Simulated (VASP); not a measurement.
# Mg3ZnS4 (P4/mmm) in VASP: settings compared

Aim: see how the results for Mg3ZnS4 move with the level of theory and the settings. Levels: PBE, PBEsol. Tasks: single point.

Everything below comes from runs of VASP 6.6.1. Logs are shortened: lines on timing, memory, paths and dates and some standing lists are left out, and cuts for length are marked.

### 1 The cell of the first run

The structure is tetragonal, space group P4/mmm (No. 123). Conventional cell: a = 3.677 Å, b = 3.677 Å, c = 10.397 Å, α = 90.00°, β = 90.00°, γ = 90.00°. Within 3.4 Å of Mg (site symmetry 4mm) lie 6 S at 2.57 to 2.63 Å. Mg (site symmetry 4/mmm) has 6 S at 2.60 to 2.64 Å within 3.4 Å. Zn (site symmetry 4/mmm) has 6 S at 2.56 to 2.60 Å within 3.4 Å. Within 3.4 Å of S (site symmetry 4/mmm) lie 2 Mg at 2.57 Å and 4 Zn at 2.60 Å. S (site symmetry 4mm) has 1 Zn at 2.56 Å and 5 Mg at 2.60 to 2.64 Å within 3.4 Å. S (site symmetry 4/mmm) has 6 Mg at 2.60 to 2.63 Å within 3.4 Å.

### 2 Single point, PBE

File INCAR:

```
PREC     = Accurate       # precision mode
ENCUT    = 520            # plane-wave cutoff, eV
EDIFF    = 1E-7           # SCF threshold, eV
ISMEAR   = 0              # smearing method
SIGMA    = 0.1            # smearing width, eV
LREAL    = F              # projectors in reciprocal space
LASPH    = T              # aspherical terms in the spheres
NELM     = 100            # most SCF steps
ALGO     = Normal         # electronic algorithm
ISIF     = 2              # what is computed and relaxed
LWAVE    = F              # write WAVECAR
LCHARG   = F              # write CHGCAR
GGA      = PE             # functional
NBANDS   = 31             # bands
```

File KPOINTS:

```
Automatic mesh
0
Gamma
  4 4 2
```

File POSCAR:

```
Mg3ZnS4
1.0
    3.6773859000      0.0000000000      0.0000000000
    0.0000000000      3.6773859000      0.0000000000
    0.0000000000      0.0000000000     10.3971707000
Mg Zn S
3 1 4
Direct
    0.0000000000      0.0000000000      0.7527100000
    0.0000000000      0.0000000000      0.2472900000
    0.5000000000      0.5000000000      0.5000000000
    0.5000000000      0.5000000000      0.0000000000
    0.0000000000      0.0000000000      0.0000000000
    0.5000000000      0.5000000000      0.2463500000
    0.0000000000      0.0000000000      0.5000000000
    0.5000000000      0.5000000000      0.7536500000
```

Potentials or basis: VASP PAW PBE potentials, release 64 (Mg, Zn, S).

The run is started by

```sh
$ cat potpaw_PBE.64/Mg/POTCAR potpaw_PBE.64/Zn/POTCAR potpaw_PBE.64/S/POTCAR > POTCAR
$ mpirun -np 1 vasp_std > vasp.out
```

OUTCAR:

```text
PREC = Accurate
   ENCUT = 520
   EDIFF = 1E-7
   ISMEAR = 0
   LREAL = F
   LASPH = T
   NELM = 100
   ISIF = 2
   GGA = PE

 ion  position               nearest neighbor table
   1  0.000  0.000  0.753-   5 2.57   8 2.60   8 2.60   8 2.60   8 2.60   7 2.63
   2  0.000  0.000  0.247-   5 2.57   6 2.60   6 2.60   6 2.60   6 2.60   7 2.63
   3  0.500  0.500  0.500-   7 2.60   7 2.60   7 2.60   7 2.60   8 2.64   6 2.64
   4  0.500  0.500  0.000-   6 2.56   8 2.56   5 2.60   5 2.60   5 2.60   5 2.60
   5  0.000  0.000  0.000-   1 2.57   2 2.57   4 2.60   4 2.60   4 2.60   4 2.60
   6  0.500  0.500  0.246-   4 2.56   2 2.60   2 2.60   2 2.60   2 2.60   3 2.64
   7  0.000  0.000  0.500-   3 2.60   3 2.60   3 2.60   3 2.60   1 2.63   2 2.63
   8  0.500  0.500  0.754-   4 2.56   1 2.60   1 2.60   1 2.60   1 2.60   3 2.64

  LATTYP: Found a simple tetragonal cell.
 ALAT       =     3.6773859000
 C/A-ratio  =     2.8273265256

  Lattice vectors:

 A1 = (   3.6773859000,   0.0000000000,   0.0000000000)
 A2 = (   0.0000000000,   3.6773859000,   0.0000000000)
 A3 = (   0.0000000000,   0.0000000000,  10.3971707000)

Analysis of symmetry for initial positions (statically):
=====================================================================
 Subroutine PRICEL returns:
 Original cell was already a primitive cell.

 Routine SETGRP: Setting up the symmetry group for a
 simple tetragonal supercell.

 Subroutine GETGRP returns: Found 16 space group operations
 (whereof 16 operations were pure point group operations)
 out of a pool of 16 trial point group operations.

The static configuration has the point symmetry D_4h.

Analysis of symmetry for dynamics (positions and initial velocities):
=====================================================================
 Subroutine PRICEL returns:
 Original cell was already a primitive cell.

 Routine SETGRP: Setting up the symmetry group for a
 simple tetragonal supercell.

 Subroutine GETGRP returns: Found 16 space group operations
 (whereof 16 operations were pure point group operations)
 out of a pool of 16 trial point group operations.

The dynamic configuration has the point symmetry D_4h.

 Subroutine INISYM returns: Found 16 space group operations
 (whereof 16 operations are pure point group operations),
 and found     1 'primitive' translations

----------------------------------------------------------------------------------------

                                     Primitive cell

  volume of cell :     140.6027

  direct lattice vectors                    reciprocal lattice vectors
     3.677385900  0.000000000  0.000000000     0.271932298  0.000000000  0.000000000
     0.000000000  3.677385900  0.000000000     0.000000000  0.271932298  0.000000000
     0.000000000  0.000000000 10.397170700     0.000000000  0.000000000  0.096180012

  length of vectors
     3.677385900  3.677385900 10.397170700     0.271932298  0.271932298  0.096180012

  position of ions in fractional coordinates (direct lattice)
     0.000000000  0.000000000  0.752710000
     0.000000000  0.000000000  0.247290000
     0.500000000  0.500000000  0.500000000
     0.500000000  0.500000000  0.000000000
     0.000000000  0.000000000  0.000000000
     0.500000000  0.500000000  0.246350000
     0.000000000  0.000000000  0.500000000
     0.500000000  0.500000000  0.753650000

  ion indices of the primitive-cell ions
   primitive index   ion index
                 1           1
                 2           2
                 3           3
                 4           4
                 5           5
                 6           6
                 7           7
                 8           8

----------------------------------------------------------------------------------------

 KPOINTS: Automatic mesh

Automatic generation of k-mesh.
 Grid dimensions read from file:
 generate k-points for:    4    4    2

 Generating k-lattice:

  Cartesian coordinates                     Fractional coordinates (reciprocal lattice)
     0.067983075  0.000000000  0.000000000     0.250000000  0.000000000  0.000000000
     0.000000000  0.067983075  0.000000000     0.000000000  0.250000000  0.000000000
     0.000000000  0.000000000  0.048090006     0.000000000  0.000000000  0.500000000

  Length of vectors
     0.067983075  0.067983075  0.048090006

  Shift w.r.t. Gamma in fractional coordinates (k-lattice)
     0.000000000  0.000000000  0.000000000

 Subroutine IBZKPT returns following result:
 ===========================================

 Found     12 irreducible k-points:

 Following reciprocal coordinates:
            Coordinates               Weight
  0.000000  0.000000  0.000000      1.000000
  0.250000  0.000000  0.000000      4.000000
  0.500000  0.000000  0.000000      2.000000
  0.250000  0.250000  0.000000      4.000000
  0.500000  0.250000  0.000000      4.000000
  0.500000  0.500000  0.000000      1.000000
  0.000000  0.000000  0.500000      1.000000
  0.250000  0.000000  0.500000      4.000000
  0.500000  0.000000  0.500000      2.000000
  0.250000  0.250000  0.500000      4.000000
  0.500000  0.250000  0.500000      4.000000
  0.500000  0.500000  0.500000      1.000000
   k-points           NKPTS =     12   k-points in BZ     NKDIM =     12   number of bands    NBANDS=     31
   number of dos      NEDOS =    301   number of ions     NIONS =      8
   total plane-waves  NPLWV =  62720
   dimension x,y,z NGX =    28 NGY =   28 NGZ =   80
   dimension x,y,z NGXF=    56 NGYF=   56 NGZF=  160
   ions per type =               3   1   4
   NGX,Y,Z   is equivalent  to a cutoff of  12.66, 12.66, 12.79 a.u.
   NGXF,Y,Z  is equivalent  to a cutoff of  25.32, 25.32, 25.58 a.u.
 SYSTEM =  unknown system
   PREC   = accura    normal or accurate (medium, high low for compatibility)
   ISTART =      0    job   : 0-new  1-cont  2-samecut
   ICHARG =      2    charge: 1-file 2-atom 10-const
   ISPIN  =      1    spin polarized calculation?
   LNONCOLLINEAR =      F non collinear calculations
   LSORBIT =      F    spin-orbit coupling
   LASPH  =      T    aspherical Exc in radial PAW
   ENCUT  =  520.0 eV  38.22 Ry    6.18 a.u.   6.84  6.84 19.33*2*pi/ulx,y,z
   NELM   =    100;   NELMIN=  2; NELMDL= -5     # of ELM steps
   EDIFF  = 0.1E-06   stopping-criterion for ELM
   LREAL  =      F    real-space projection
   EDIFFG = 0.1E-05   stopping-criterion for IOM
   NSW    =      0    number of steps for IOM
   IBRION =     -1    ionic relax: 0-MD 1-quasi-New 2-CG
   NFREE  =      0    steps in history (QN), initial steepest desc. (CG)
   ISIF   =      2    stress and relaxation
   ISYM   =      2    0-nonsym 1-usesym 2-fastsym
   POTIM  = 0.5000    time-step for ionic-motion
   TEBEG  =    0.0;   TEEND  =   0.0 temperature during run
   PSTRESS=    0.0 pullay stress
   NELECT =      42.0000    total number of electrons
   NUPDOWN=      -1.0000    fix difference up-down
   EMIN   =  10.00;   EMAX   =-10.00  energy-range for DOS
   EFERMI =   0.00;   METHOD = LEGACY
   ISMEAR =     0;   SIGMA  =   0.10  broadening in eV -4-tet -1-fermi 0-gaus
   EFERMI_NEDOS =   21; number of points for ismear=-14 and -15
   IALGO  =     38    algorithm
   IMIX   =      4    mixing-type and parameters
     AMIX     =   0.40;   BMIX     =  1.00
     AMIX_MAG =   1.60;   BMIX_MAG =  1.00
  volume/ion in A,a.u.               =      17.58       118.60
  Fermi-wavevector in a.u.,A,eV,Ry     =   1.094360  2.068040 16.294650  1.197623
  Thomas-Fermi vector in A             =   2.230663
   LORBIT       =      0    0 simple, 1 ext, 2 COOP (PROOUT), +10 PAW based schemes
   GGA     = PE    functional components
   LHFCALC =     F    Hartree Fock is set to
   AEXX    =    0.0000 exact exchange contribution
   IVDW    =     0    specifies the selected vdW correction
   LEPSILON=     F    determine dielectric tensor
   LRPA    =     F    only Hartree local field effects (RPA)
 non-spin polarized calculation
 Gauss-broadening in eV      SIGMA  =   0.10
  energy-cutoff  :      520.00
  volume of cell :      140.60
 maximum number of plane-waves:      3808
 NGX is ok and might be reduce to    28
   NGX = 13   NGY = 13   NGZ = 39

 number of electron      41.9999998 magnetization

 Free energy of the ion-electron system (eV)
  ---------------------------------------------------
  ext. energy  EPLUGINS =         0.00000000
  ---------------------------------------------------
  free energy    TOTEN  =       -31.59931724 eV

  energy without entropy =      -31.59931724  energy(sigma->0) =      -31.59931724

 E-fermi :   4.3096     XC(G=0):  -9.8957

 val. band max:        3.8095113578   @ k =   0.5000   0.0000   0.0000
 cond. band min:       4.8094009438   @ k =   0.5000   0.5000   0.0000
 fundamental gap:      0.9998895859
 Fermi energy:         4.3096019360

 k-point     1 :       0.0000    0.0000    0.0000
  band No.  band energies     occupation
      1      -9.2199      2.00000
      2      -8.4929      2.00000
      3      -8.4260      2.00000
      4      -7.5378      2.00000
      5      -2.2506      2.00000
      6      -2.2286      2.00000
[... 23 lines left out ...]
     30      11.7886      0.00000
     31      11.7925      0.00000

 k-point     2 :       0.2500    0.0000    0.0000
  band No.  band energies     occupation
      1      -8.8192      2.00000
      2      -8.2044      2.00000
      3      -8.1654      2.00000
      4      -7.5200      2.00000
      5      -2.3093      2.00000
      6      -2.3030      2.00000
[... 23 lines left out ...]
     30      11.3173      0.00000
     31      11.5687      0.00000

 k-point     3 :       0.5000    0.0000    0.0000
  band No.  band energies     occupation
      1      -7.9787      2.00000
      2      -7.9368      2.00000
      3      -7.8589      2.00000
      4      -7.8417      2.00000
      5      -2.5548      2.00000
      6      -2.4267      2.00000
[... 23 lines left out ...]
     30      10.4736      0.00000
     31      11.1082      0.00000

 k-point     4 :       0.2500    0.2500    0.0000
  band No.  band energies     occupation
      1      -8.4684      2.00000
      2      -7.9636      2.00000
      3      -7.9325      2.00000
      4      -7.4757      2.00000
      5      -2.4150      2.00000
      6      -2.2257      2.00000
[... 23 lines left out ...]
     30      11.2513      0.00000
     31      11.3878      0.00000

 k-point     5 :       0.5000    0.2500    0.0000
  band No.  band energies     occupation
      1      -7.7727      2.00000
      2      -7.7456      2.00000
      3      -7.6853      2.00000
      4      -7.6642      2.00000
      5      -2.3359      2.00000
      6      -2.3030      2.00000
[... 23 lines left out ...]
     30      11.7506      0.00000
     31      11.8502      0.00000
[... 134 lines left out ...]
     30      10.0964      0.00000
     31      10.8194      0.00000

 k-point    10 :       0.2500    0.2500    0.5000
  band No.  band energies     occupation
      1      -8.3468      2.00000
      2      -8.2824      2.00000
      3      -7.6107      2.00000
      4      -7.5977      2.00000
      5      -2.4153      2.00000
      6      -2.2256      2.00000
[... 23 lines left out ...]
     30      10.6525      0.00000
     31      10.8020      0.00000

 k-point    11 :       0.5000    0.2500    0.5000
  band No.  band energies     occupation
      1      -7.7468      2.00000
      2      -7.7171      2.00000
      3      -7.7144      2.00000
      4      -7.6919      2.00000
      5      -2.3286      2.00000
      6      -2.2960      2.00000
[... 23 lines left out ...]
     30      12.0728      0.00000
     31      12.1552      0.00000

 k-point    12 :       0.5000    0.5000    0.5000
  band No.  band energies     occupation
      1      -7.5592      2.00000
      2      -7.5210      2.00000
      3      -7.4881      2.00000
      4      -7.4652      2.00000
      5      -2.2159      2.00000
      6      -2.2159      2.00000
[... 23 lines left out ...]
     30      12.9405      0.00000
     31      13.6447      0.00000

------------------------ aborting loop because EDIFF is reached ----------------------------------------

  FORCE on cell =-STRESS in cart. coord.  units (eV):
  Direction    XX          YY          ZZ          XY          YZ          ZX
  --------------------------------------------------------------------------------------
  -------------------------------------------------------------------------------------
  Total        0.1544290      0.1544290     -0.3690330      0.0000000      0.0000000     -0.0000000
  in kB        1.7597292      1.7597292     -4.2051566      0.0000000      0.0000000     -0.0000000
  external PRESSURE =      -0.2285661 kB  Pullay stress =       0.0000000 kB

 VOLUME and BASIS-vectors are now :
 -----------------------------------------------------------------------------
  energy-cutoff  :      520.00
  volume of cell :      140.60
      direct lattice vectors                 reciprocal lattice vectors
     3.677385900  0.000000000  0.000000000     0.271932298  0.000000000  0.000000000
     0.000000000  3.677385900  0.000000000     0.000000000  0.271932298  0.000000000
     0.000000000  0.000000000 10.397170700     0.000000000  0.000000000  0.096180012

 POSITION                                       TOTAL-FORCE (eV/Angst)
 -----------------------------------------------------------------------------------
      0.00000      0.00000      7.82605        -0.000000      0.000000      0.004405
      0.00000      0.00000      2.57112        -0.000000      0.000000     -0.004405
      1.83869      1.83869      5.19859         0.000000      0.000000      0.000000
      1.83869      1.83869      0.00000         0.000000      0.000000      0.000000
      0.00000      0.00000      0.00000         0.000000      0.000000      0.000000
      1.83869      1.83869      2.56134         0.000000     -0.000000      0.010065
      0.00000      0.00000      5.19859         0.000000      0.000000      0.000000
      1.83869      1.83869      7.83583         0.000000     -0.000000     -0.010065
 -----------------------------------------------------------------------------------
    total drift:                                0.000000      0.000000     -0.000000

  FREE ENERGIE OF THE ION-ELECTRON SYSTEM (eV)
  ---------------------------------------------------
  free  energy   TOTEN  =       -31.5993172411 eV

  energy  without entropy=      -31.5993172411  energy(sigma->0) =      -31.59931724
```

Run time: 59 s. Hardware: 1 thread of Intel Xeon Platinum 8488C (Sapphire Rapids), shared host; peak memory 0.25 GiB.

Results:

| Item | Value |
| --- | --- |
| Free energy | -31.5993 eV |
| Pressure | 0.0 GPa |
| Largest force | 0.010 eV/Å |
| Band gap on the k mesh | 1.00 eV (least direct gap 1.60 eV) |

Forces in eV/Å, atoms in the order of the input:
```
Mg   0.000  0.000  0.004
Mg   0.000  0.000 -0.004
Mg   0.000  0.000  0.000
Zn   0.000  0.000  0.000
S    0.000  0.000  0.000
S    0.000  0.000  0.010
S    0.000  0.000  0.000
S    0.000  0.000 -0.010
```

Stress tensor (GPa, compression positive):
```
 0.18  0.00  0.00
 0.00  0.18  0.00
 0.00  0.00 -0.42
```

Caveat: the k points lie up to 0.43 Å⁻¹ apart.

### 3 Single point, PBE

File INCAR:

```
  PREC = Accurate
  ENCUT = 520
  EDIFF = 1E-7
  ISMEAR = 0
  SIGMA = 0.1
  LREAL = F
  LASPH = T
  NELM = 80
  ALGO = Normal
  ISIF = 2
  LWAVE = F
  LCHARG = F
  GGA = PE
  NBANDS = 31
```

File KPOINTS:

```
Automatic mesh
0
Gamma
  6 6 2
```

POSCAR is that of step 2.

Potentials or basis: VASP PAW PBE potentials, release 64 (Mg, Zn, S).

The run is started by

```sh
$ cat potpaw_PBE.64/Mg/POTCAR potpaw_PBE.64/Zn/POTCAR potpaw_PBE.64/S/POTCAR > POTCAR
$ mpirun -np 1 vasp_std > vasp.out
```

It took 1.7 min on 1 thread of Intel Xeon Platinum 8488C (Sapphire Rapids), shared host; peak memory 0.27 GiB.

Results (log left out):

- Free energy: -31.6765 eV
- Pressure: -0.2 GPa
- Largest force: 0.018 eV/Å
- Band gap on the k mesh: 1.02 eV (least direct gap 1.60 eV)

Forces on the atoms (eV/Å):
```
Mg   0.000  0.000 -0.002
Mg   0.000  0.000  0.002
Mg   0.000  0.000  0.000
Zn   0.000  0.000  0.000
S    0.000  0.000  0.000
S    0.000  0.000  0.018
S    0.000  0.000  0.000
S    0.000  0.000 -0.018
```

Levels at points of the mesh, in eV from the valence-band top:
```tsv
k point	band 18	band 19	band 20	band 21	band 22	band 23	band 24	band 25
(0.00, 0.00, 0.00)	-1.17	-0.30	-0.28	-0.28	1.32	3.19	4.27	4.35
(0.50, 0.00, 0.00)	-0.83	-0.80	-0.36	0.00	4.12	4.24	4.91	5.19
(0.50, 0.50, 0.00)	-2.07	-1.99	-1.99	-1.93	1.02	2.55	4.43	4.47
(0.00, 0.00, 0.50)	-0.61	-0.61	-0.58	-0.58	1.72	3.05	4.33	4.46
(0.50, 0.00, 0.50)	-0.93	-0.89	-0.82	0.00	4.69	5.06	5.07	5.13
(0.50, 0.50, 0.50)	-2.50	-2.41	-2.32	-2.29	1.73	3.27	3.54	3.59
```

A k mesh can miss the band edges.

### 4 Single point, PBE

File INCAR:

```
SYSTEM = Mg3ZnS4
  PREC = Accurate
  ENCUT = 520
  EDIFF = 1E-6
  ISMEAR = 0
  SIGMA = 0.02
  LREAL = .False.
  LASPH = .True.
  NELM = 80
  ALGO = Normal
  ISIF = 2
  LWAVE = .False.
  LCHARG = .False.
  GGA = PE
  NBANDS = 31
```

File KPOINTS:

```
Automatic mesh
0
Gamma
  8 8 4
  0 0 0
```

POSCAR is that of step 3.

The run is started by

```sh
$ cat potpaw_PBE.64/Mg/POTCAR potpaw_PBE.64/Zn/POTCAR potpaw_PBE.64/S/POTCAR > POTCAR
$ mpirun -np 1 vasp_std > vasp.out
```

Wall time 3.1 min (1 thread of Intel Xeon Platinum 8488C (Sapphire Rapids), shared host); peak memory 0.33 GiB.

It converged, with:

```yaml
Free_energy: -31.6821 eV
Pressure: -0.2 GPa
Largest_force: 0.019 eV/Å
Band_gap_on_the_k_mesh: 1.02 eV (least direct gap 1.61 eV)
```

Forces in eV/Å, atoms in the order of the input:
```
Mg   0.000  0.000 -0.004
Mg   0.000  0.000  0.004
Mg   0.000  0.000  0.000
Zn   0.000  0.000  0.000
S    0.000  0.000  0.000
S    0.000  0.000  0.019
S    0.000  0.000  0.000
S    0.000  0.000 -0.019
```

Levels at points of the mesh, in eV from the valence-band top:
| k point | band 17 | band 18 | band 19 | band 20 | band 21 | band 22 | band 23 | band 24 | band 25 | band 26 |
| --- | --- | --- | --- | --- | --- | --- | --- | --- | --- | --- |
| (0.00, 0.00, 0.00) | -1.17 | -1.17 | -0.30 | -0.28 | -0.28 | 1.32 | 3.19 | 4.28 | 4.36 | 4.65 |
| (0.50, 0.00, 0.00) | -0.91 | -0.83 | -0.80 | -0.36 | 0.00 | 4.12 | 4.25 | 4.91 | 5.19 | 5.99 |
| (0.50, 0.50, 0.00) | -2.60 | -2.07 | -1.99 | -1.99 | -1.93 | 1.02 | 2.56 | 4.43 | 4.47 | 4.47 |
| (0.00, 0.00, 0.50) | -1.27 | -0.61 | -0.61 | -0.58 | -0.58 | 1.73 | 3.05 | 4.34 | 4.46 | 4.50 |
| (0.50, 0.00, 0.50) | -1.04 | -0.93 | -0.89 | -0.82 | 0.00 | 4.69 | 5.06 | 5.08 | 5.14 | 5.14 |
| (0.50, 0.50, 0.50) | -2.50 | -2.50 | -2.41 | -2.31 | -2.29 | 1.74 | 3.27 | 3.55 | 3.59 | 5.21 |

(Continued in part 2 of 2.)
